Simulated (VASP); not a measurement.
Wanted: the native input for a VASP 6.6.1 run.

```
Task                   : single point
Functional             : PBE
Dispersion             : D3(BJ)
Potentials or basis    : VASP PAW PBE potentials, release 64 (C)
Cutoff                 : 520 eV
k mesh                 : 48 × 48 × 1
Occupations            : gaussian, width 0.05 eV
Spin                   : no spin polarisation
Dipole correction      : yes
Further INCAR settings : ALGO = Normal; EDIFF = 1e-07; NBANDS = 11
```

The structure of C lies in POSCAR:

```
C
1.0
    2.4657106113     -0.0000000029      0.0000000000
   -1.2328553031      2.1353680292      0.0000000000
    0.0000000000      0.0000000000     17.0000000000
C
2
Direct
    0.0000000000      0.0000000000      0.5000000000
    0.3333333333      0.6666666667      0.5000000000
```

One way to write it, as run:

INCAR

```
SYSTEM = C
  PREC = Accurate
  ENCUT = 520
  EDIFF = 1E-7
  ISMEAR = 0
  SIGMA = 0.05
  LREAL = .False.
  LASPH = .True.
  NELM = 60
  ALGO = Normal
  ISIF = 2
  LWAVE = .False.
  LCHARG = .True.
  LDIPOL = .True.
  IDIPOL = 3
  DIPOL = 0.5 0.5 0.500
  GGA = PE
  IVDW = 12
  LELF = .True.
  LVHAR = .True.
  LVACPOTAV = .True.
  NBANDS = 11
```

KPOINTS

```
regular mesh
0
Gamma
  48 48 1
  0 0 0
```

Potentials or basis: VASP PAW PBE potentials, release 64 (C).

Command:

```console
$ cat potpaw_PBE.64/C/POTCAR > POTCAR
$ mpirun -np 1 vasp_std > vasp.out
```

It gave:

- Band gap on the k mesh: zero (filled and empty bands touch)
- Dispersion energy per atom: -0.089 eV

Wall time 3 min on 1 thread of Intel(R) Xeon(R) Platinum 8488C (Sapphire Rapids) (shared host), peak memory 0.31 GiB.
